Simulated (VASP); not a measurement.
Runs of VASP 6.6.1 on GaN. The structure is that of space group Pm-3n (No. 223), or close to it. The cells are those of the table. The cell was generated, and may not be a known phase.

```csv
task,cell,k mesh,cutoff (eV),smearing,gap on the mesh (eV),pressure (GPa)
single point,"a = 5.571 Å, 12 atoms",6 × 6 × 6,520,gaussian 0.02 eV,1.50,0.1
single point,"a = 5.569 Å, 12 atoms",4 × 4 × 4,520,gaussian 0.1 eV,1.50,(a)
relaxation of cell and atoms,"relaxed from a = 5.215 Å, 12 atoms",4 × 4 × 4,600,gaussian 0.1 eV,1.49,-0.3
single point,"a = 5.215 Å, 12 atoms",4 × 4 × 4,520,gaussian 0.1 eV,(b),41.5
```

Alike in all rows: level PBE; potentials or basis VASP PAW PBE potentials, release 64 (Ga_d, N); no spin polarisation.

Problem. Fill in the values left out.

Solution. (a) 0.3; (b) 2.10.

Caveats: the cell stands under pressure (at least some runs).

A k mesh can miss the band edges, and the runs leave out spin-orbit coupling on Ga.
